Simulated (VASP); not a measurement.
# BN in VASP: further runs, part 3 of 3

VASP 6.6.1. Earlier steps stand in the parts before.

## 6. Single point, PBE+D3(BJ)

The input, INCAR:

```
ALGO = Normal
DIPOL = 0.5 0.5 0.500
EDIFF = 1E-6
ENCUT = 520
GGA = PE
GGA_COMPAT = F
IDIPOL = 3
ISIF = 2
ISMEAR = 0
IVDW = 12
LASPH = T
LCHARG = F
LDIPOL = T
LREAL = F
LWAVE = F
NBANDS = 11
NELM = 120
NELMDL = -8
PREC = Accurate
SIGMA = 0.05
```

The input, KPOINTS:

```
k-points
0
Gamma
  48 48 1
```

The input, POSCAR:

```
BN
1.0
    2.5087198325      0.0000000000      0.0000000000
   -1.2543599162      2.1726151059      0.0000000000
    0.0000000000      0.0000000000     20.0000000422
B N
1 1
Direct
    0.6666666667      0.3333333333      0.5000000011
    0.3333333333      0.6666666667      0.4999999989
```

Potentials or basis: VASP PAW PBE potentials, release 64 (B, N).

On the command line:

```
> cat potpaw_PBE.64/B/POTCAR potpaw_PBE.64/N/POTCAR > POTCAR
> mpirun -np 1 vasp_std > vasp.out
```

OUTCAR:

```text
EDIFF = 1E-6
   ENCUT = 520
   GGA = PE
   ISIF = 2
   ISMEAR = 0
   IVDW = 12
   LASPH = T
   LREAL = F
   NELM = 120
   NELMDL = -8
   PREC = Accurate
 IVDW          = 12

 ion  position               nearest neighbor table
   1  0.667  0.333  0.500-   2 1.45   2 1.45   2 1.45
   2  0.333  0.667  0.500-   1 1.45   1 1.45   1 1.45

  LATTYP: Found a hexagonal cell.
 ALAT       =     2.5087198325
 C/A-ratio  =     7.9721935399

  Lattice vectors:

 A1 = (   2.5087198325,   0.0000000000,   0.0000000000)
 A2 = (  -1.2543599162,   2.1726151059,   0.0000000000)
 A3 = (   0.0000000000,   0.0000000000,  20.0000000422)

Analysis of symmetry for initial positions (statically):
=====================================================================
 Subroutine PRICEL returns:
 Original cell was already a primitive cell.

 Routine SETGRP: Setting up the symmetry group for a
 hexagonal supercell.

 Subroutine GETGRP returns: Found 12 space group operations
 (whereof 12 operations were pure point group operations)
 out of a pool of 24 trial point group operations.

The static configuration has the point symmetry D_3h.

Analysis of symmetry for dynamics (positions and initial velocities):
=====================================================================
 Subroutine PRICEL returns:
 Original cell was already a primitive cell.

 Routine SETGRP: Setting up the symmetry group for a
 hexagonal supercell.

 Subroutine GETGRP returns: Found 12 space group operations
 (whereof 12 operations were pure point group operations)
 out of a pool of 24 trial point group operations.

The dynamic configuration has the point symmetry D_3h.

 Subroutine INISYM returns: Found 12 space group operations
 (whereof 12 operations are pure point group operations),
 and found     1 'primitive' translations

----------------------------------------------------------------------------------------

                                     Primitive cell

  volume of cell :     109.0097

  direct lattice vectors                    reciprocal lattice vectors
     2.508719833  0.000000000  0.000000000     0.398609676  0.230137404  0.000000000
    -1.254359916  2.172615106  0.000000000     0.000000000  0.460274808  0.000000000
     0.000000000  0.000000000 20.000000042     0.000000000  0.000000000  0.050000000

  length of vectors
     2.508719833  2.508719832 20.000000042     0.460274808  0.460274808  0.050000000

  position of ions in fractional coordinates (direct lattice)
     0.666666667  0.333333333  0.500000001
     0.333333333  0.666666667  0.499999999

  ion indices of the primitive-cell ions
   primitive index   ion index
                 1           1
                 2           2

----------------------------------------------------------------------------------------

 KPOINTS: k-points

Automatic generation of k-mesh.
 Grid dimensions read from file:
 generate k-points for:   48   48    1

 Generating k-lattice:

  Cartesian coordinates                     Fractional coordinates (reciprocal lattice)
     0.008304368  0.004794529  0.000000000     0.020833333  0.000000000  0.000000000
     0.000000000  0.009589058  0.000000000     0.000000000  0.020833333  0.000000000
     0.000000000  0.000000000  0.050000000     0.000000000  0.000000000  1.000000000

  Length of vectors
[... 43 lines left out ...]
   NGX,Y,Z   is equivalent  to a cutoff of  13.25, 13.25, 12.47 a.u.
   NGXF,Y,Z  is equivalent  to a cutoff of  26.51, 26.51, 24.94 a.u.
 SYSTEM =  unknown system
   PREC   = accura    normal or accurate (medium, high low for compatibility)
   ISTART =      0    job   : 0-new  1-cont  2-samecut
   ICHARG =      2    charge: 1-file 2-atom 10-const
   ISPIN  =      1    spin polarized calculation?
   LNONCOLLINEAR =      F non collinear calculations
   LSORBIT =      F    spin-orbit coupling
   LASPH  =      T    aspherical Exc in radial PAW
   ENCUT  =  520.0 eV  38.22 Ry    6.18 a.u.   4.66  4.66 37.19*2*pi/ulx,y,z
   NELM   =    120;   NELMIN=  2; NELMDL= -8     # of ELM steps
   EDIFF  = 0.1E-05   stopping-criterion for ELM
   LREAL  =      F    real-space projection
   EDIFFG = 0.1E-04   stopping-criterion for IOM
   NSW    =      0    number of steps for IOM
   IBRION =     -1    ionic relax: 0-MD 1-quasi-New 2-CG
   NFREE  =      0    steps in history (QN), initial steepest desc. (CG)
   ISIF   =      2    stress and relaxation
   ISYM   =      2    0-nonsym 1-usesym 2-fastsym
   POTIM  = 0.5000    time-step for ionic-motion
   TEBEG  =    0.0;   TEEND  =   0.0 temperature during run
   PSTRESS=    0.0 pullay stress
   NELECT =       8.0000    total number of electrons
   NUPDOWN=      -1.0000    fix difference up-down
   EMIN   =  10.00;   EMAX   =-10.00  energy-range for DOS
   EFERMI =   0.00;   METHOD = LEGACY
   ISMEAR =     0;   SIGMA  =   0.05  broadening in eV -4-tet -1-fermi 0-gaus
   EFERMI_NEDOS =   21; number of points for ismear=-14 and -15
   IALGO  =     38    algorithm
   IMIX   =      4    mixing-type and parameters
     AMIX     =   0.40;   BMIX     =  1.00
     AMIX_MAG =   1.60;   BMIX_MAG =  1.00
  volume/ion in A,a.u.               =      54.50       367.82
  Fermi-wavevector in a.u.,A,eV,Ry     =   0.685409  1.295235  6.391821  0.469786
  Thomas-Fermi vector in A             =   1.765342
   LORBIT       =      0    0 simple, 1 ext, 2 COOP (PROOUT), +10 PAW based schemes
   GGA     = PE    functional components
   LHFCALC =     F    Hartree Fock is set to
   AEXX    =    0.0000 exact exchange contribution
   IVDW    =    12    specifies the selected vdW correction
   LEPSILON=     F    determine dielectric tensor
   LRPA    =     F    only Hartree local field effects (RPA)
 non-spin polarized calculation
 Gauss-broadening in eV      SIGMA  =   0.05
  energy-cutoff  :      520.00
  volume of cell :      109.01
 maximum number of plane-waves:      2979
 NGX is ok and might be reduce to    20
   NGX =  9   NGY =  9   NGZ = 75

 number of electron       7.9999999 magnetization

 dipolmoment           0.000000      0.000000      0.000000 electrons x Angstroem

 Free energy of the ion-electron system (eV)
  ---------------------------------------------------
  ext. energy  EPLUGINS =         0.00000000
  ---------------------------------------------------
  free energy    TOTEN  =       -17.60030557 eV

  energy without entropy =      -17.60030557  energy(sigma->0) =      -17.60030557

 E-fermi :  -4.2612     XC(G=0):  -2.1178

 val. band max:       -4.4696398216   @ k =   0.3333   0.3333   0.0000
 cond. band min:       0.2031103947   @ k =   0.3333   0.3333   0.0000
 fundamental gap:      4.6727502163
 Fermi energy:        -4.2612247652

 k-point     1 :       0.0000    0.0000    0.0000
  band No.  band energies     occupation
      1     -22.1077      2.00000
      2      -9.6903      2.00000
      3      -5.8173      2.00000
      4      -5.8173      2.00000
      5       0.2170      0.00000
      6       1.1254      0.00000
      7       1.4769      0.00000
      8       2.3985      0.00000
      9       2.7575      0.00000
     10       4.4366      0.00000
     11       4.9158      0.00000
[... 309 lines left out ...]
 k-point    24 :       0.4792    0.0000    0.0000
  band No.  band energies     occupation
      1     -19.0638      2.00000
      2     -13.2994      2.00000
      3      -8.5892      2.00000
      4      -5.4112      2.00000
      5       0.3708      0.00000
      6       5.2140      0.00000
      7       7.6162      0.00000
      8       8.2827      0.00000
      9       8.7403      0.00000
     10       8.8815      0.00000
     11       9.4003      0.00000

 [... further k-points ...]

------------------------ aborting loop because EDIFF is reached ----------------------------------------

 vacuum level on the upper side and lower side of the slab       (xc-potential included)        -0.149        -0.149

 Edisp (eV)   -0.15422

 E8    (eV) :    -0.0495

  FORCE on cell =-STRESS in cart. coord.  units (eV):
  Direction    XX          YY          ZZ          XY          YZ          ZX
  --------------------------------------------------------------------------------------
  -------------------------------------------------------------------------------------
  Total       0.02280     0.02280    -0.01919     0.00000     0.00000     0.00000
  in kB       0.33508     0.33508    -0.28210     0.00000     0.00000     0.00000
  external pressure =        0.13 kB  Pullay stress =        0.00 kB

 VOLUME and BASIS-vectors are now :
 -----------------------------------------------------------------------------
  energy-cutoff  :      520.00
  volume of cell :      109.01
      direct lattice vectors                 reciprocal lattice vectors
     2.508719833  0.000000000  0.000000000     0.398609676  0.230137404  0.000000000
    -1.254359916  2.172615106  0.000000000     0.000000000  0.460274808  0.000000000
     0.000000000  0.000000000 20.000000042     0.000000000  0.000000000  0.050000000

 POSITION                                       TOTAL-FORCE (eV/Angst)
 -----------------------------------------------------------------------------------
      1.25436      0.72421     10.00000        -0.000000     -0.000000      0.000000
     -0.00000      1.44841     10.00000         0.000000      0.000000      0.000000
 -----------------------------------------------------------------------------------
    total drift:                                0.000000     -0.000000      0.000017

  FREE ENERGIE OF THE ION-ELECTRON SYSTEM (eV)
  ---------------------------------------------------
  free  energy   TOTEN  =       -17.7545283366 eV

  energy  without entropy=      -17.7545283366  energy(sigma->0) =      -17.75452834

 vacuum level on the upper side and lower side of the slab         1.265         1.265
```

OSZICAR:

```text
N       E                     dE             d eps       ncg     rms          rms(c)
DAV:   1     0.603828546010E+02    0.60383E+02   -0.32136E+03  4814   0.522E+02
DAV:   2    -0.131153023349E+02   -0.73498E+02   -0.61889E+02  6512   0.124E+02
DAV:   3    -0.194400387899E+02   -0.63247E+01   -0.63093E+01  6781   0.485E+01
[... 16 lines left out ...]
DAV:  20    -0.176002944219E+02   -0.18846E-04   -0.13736E-06  5462   0.430E-03    0.190E-03
DAV:  21    -0.176002992671E+02   -0.48452E-05   -0.14968E-07  5997   0.200E-03    0.395E-04
DAV:  22    -0.176003030412E+02   -0.37741E-05   -0.92511E-08  5522   0.140E-03    0.102E-03
DAV:  23    -0.176003054116E+02   -0.23705E-05   -0.68761E-08  5469   0.133E-03    0.238E-04
DAV:  24    -0.176003055660E+02   -0.15435E-06   -0.16588E-09  6111   0.282E-04
   1 F= -.17754528E+02 E0= -.17754528E+02  d E =-.793756E-12
```

stdout:

```text
POSCAR found type information on POSCAR B N
 POSCAR found :  2 types and       2 ions
 scaLAPACK will be used
 LDA part: xc-table for (Slater+PW92), standard interpolation
 POSCAR, INCAR and KPOINTS ok, starting setup
 FFT: planning ... GRIDC
 FFT: planning ... GRID_SOFT
 FFT: planning ... GRID
 WAVECAR not read
 entering main loop
```

Run time: 8.2 min. Hardware: 1 thread of Intel Xeon Platinum 8375C at 2.90GHz (Ice Lake), shared host; peak memory 0.41 GiB.

Results:

```
Free energy                : -17.7545 eV
Band gap on the k mesh     : 4.67 eV
Dispersion energy per atom : -0.077 eV
```

Levels at points of the mesh, in eV from the valence-band top:
```csv
k point,band 1,band 2,band 3,band 4,band 5,band 6,band 7,band 8
"(0.00, 0.00, 0.00)",-17.64,-5.22,-1.35,-1.35,4.69,5.59,5.95,6.87
"(0.50, 0.00, 0.00)",-14.57,-8.87,-4.13,-0.90,4.79,9.70,12.46,12.90
```

## 7. Overview

```csv
task,cell,k mesh,gap on the mesh (eV)
single point,"a = 2.509, b = 2.509, c = 20.000 Å, angles 90.0, 90.0, 120.0°, 2 atoms",12 × 12 × 1,4.67
single point,"a = 2.504, b = 2.504, c = 20.000 Å, angles 90.0, 90.0, 120.0°, 2 atoms",15 × 15 × 1,4.68
single point,"a = 2.509, b = 2.509, c = 20.000 Å, angles 90.0, 90.0, 120.0°, 2 atoms",15 × 15 × 1,4.67
relaxation of the atoms,"atoms relaxed from a = 2.509, b = 2.509, c = 20.000 Å, angles 90.0, 90.0, 120.0°, 2 atoms",12 × 12 × 1,4.67
single point,"a = 2.509, b = 2.509, c = 20.000 Å, angles 90.0, 90.0, 120.0°, 2 atoms",48 × 48 × 1,4.67
```

Alike in all rows: level PBE+D3(BJ); potentials or basis VASP PAW PBE potentials, release 64 (B, N); no spin polarisation; cutoff (eV) 520; smearing gaussian 0.05 eV.

Caveats: the relaxation stopped at its first step, so nothing moved (at least some runs).

Absolute energies hang on the potentials; compare differences alone.
